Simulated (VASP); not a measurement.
# ZnO (zincite): single point with PBE

ZnO (zincite):

```xyz
4
Lattice="3.1905 0.0000 0.0000 -1.5952 2.7630 0.0000 0.0000 0.0000 5.1115" Properties=species:S:1:pos:R:3 pbc="T T T"
Zn    0.0000    1.8420    2.5557
Zn    1.5952    0.9210    0.0000
O     1.5952    0.9210    1.9373
O     0.0000    1.8420    4.4930
```

```json
{
 "Program": "VASP 6.6.1",
 "Task": "single point",
 "Functional": "PBE",
 "Potentials or basis": "VASP PAW PBE potentials, release 64 (Zn, O)",
 "Cutoff": "520 eV",
 "k mesh": "12 × 12 × 4",
 "Occupations": "gaussian, width 0.01 eV",
 "Spin": "no spin polarisation"
}
```

| Property | Result |
| --- | --- |
| Pressure | 15.5 GPa |
| Largest force | 0.095 eV/Å |
| Band gap on the k mesh | 0.87 eV, direct |

Forces in eV/Å, atoms in the order of the input:
```
Zn   0.000  0.000 -0.095
Zn   0.000  0.000 -0.095
O    0.000  0.000  0.095
O    0.000  0.000  0.095
```

Stress tensor (GPa, compression positive):
```
14.85  0.00  0.00
 0.00 14.85  0.00
 0.00  0.00 16.91
```

Levels at points of the mesh, in eV from the valence-band top:
```csv
k point,band 14,band 15,band 16,band 17,band 18,band 19,band 20,band 21,band 22,band 23
"(0.00, 0.00, 0.00)",-0.88,-0.88,-0.09,0.00,0.00,0.87,5.41,8.45,13.13,13.13
"(0.50, 0.00, 0.00)",-3.72,-2.98,-2.47,-1.37,-0.90,6.01,6.92,7.68,8.85,10.95
"(0.00, 0.00, 0.50)",-2.26,-0.43,-0.43,-0.43,-0.43,3.59,3.59,10.34,10.34,13.42
"(0.50, 0.00, 0.50)",-3.85,-1.63,-1.63,-1.45,-1.45,5.81,5.81,8.74,8.74,11.55
```

It took 49 s on 1 thread of Intel Xeon 6975P-C, on a shared host, peak memory 0.19 GiB.

PBE gaps usually lie below the measured ones, often by a third to a half.
